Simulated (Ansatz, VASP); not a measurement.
One calculation of AlCl, two programs

Contents of INCAR:

```
SYSTEM = AlCl
  PREC = Accurate
  ENCUT = 600
  EDIFF = 1E-6
  ISMEAR = 0
  SIGMA = 0.1
  LREAL = .False.
  LASPH = .True.
  NELM = 100
  ALGO = Normal
  ISIF = 3
  LWAVE = .False.
  LCHARG = .False.
  GGA = PE
  IBRION = 2
  NSW = 100
  EDIFFG = -0.01
```

The input KPOINTS:

```
Automatic mesh
0
Gamma
  14 12 6
  0 0 0
```

The input POSCAR:

```
AlCl
1.0
    3.4467760379      0.0000000000      0.0000000000
    0.0000000000      3.6538425867      0.0000000000
    0.0000000000      0.0000000000      8.7642936196
Al Cl
2 2
Direct
    0.0000000000      0.0000000000      0.4284261225
    0.5000000000      0.5000000000      0.5715738775
    0.0000000000      0.0000000000      0.1894785857
    0.5000000000      0.5000000000      0.8105214143
```

Input for Ansatz:

```yaml
crystal:
  lattice:
    - [3.4467760379, 0.0, 0.0]
    - [0.0, 3.6538425867, 0.0]
    - [0.0, 0.0, 8.7642936196]
  atoms:
    - { symbol: Al, position: [0.0, 0.0, 0.4284261225] }
    - { symbol: Al, position: [0.5, 0.5, 0.5715738775] }
    - { symbol: Cl, position: [0.0, 0.0, 0.1894785857] }
    - { symbol: Cl, position: [0.5, 0.5, 0.8105214143] }
basis:
  ecutwfc: 420
kpoints:
  mp_grid: { grid: [14, 12, 6] }
hamiltonian:
  xc: pbe
scf:
  occupations: { method: gaussian, width: 0.1 }
output:
  forces: true
  stress: true
  eigenvalues: true
relax:
  adjacent_minimum: "off"
  f_tol: 0.01
  max_steps: 80
  cell: { stress_tol: 0.05 }
```

Alike in both runs: task relaxation of cell and atoms; functional PBE; k mesh 14 × 12 × 6; occupations gaussian, width 0.1 eV; no spin polarisation.

|  | VASP | Ansatz |
| --- | --- | --- |
| version | VASP 6.6.1 | Ansatz 0.2.0 |
| potentials or method | VASP PAW PBE potentials, release 64 (Al, Cl), cutoff 600 eV | scalar-relativistic, plane waves, PAW |
| valence electrons in the cell | 20 | 20 |

|  | VASP | Ansatz | Ansatz less VASP |
| --- | --- | --- | --- |
| gap on the k mesh at the Fermi level, each at its own relaxed structure (eV) | none | none | - |
| relaxed volume (Å³/atom) | 27.91 | 28.20 | +0.292 |
| relaxed cell length with the largest relative difference (Å) | 8.942 | 9.026 | +0.0836 |

A gap of «none» marks a metal or a gap that the smearing closes.
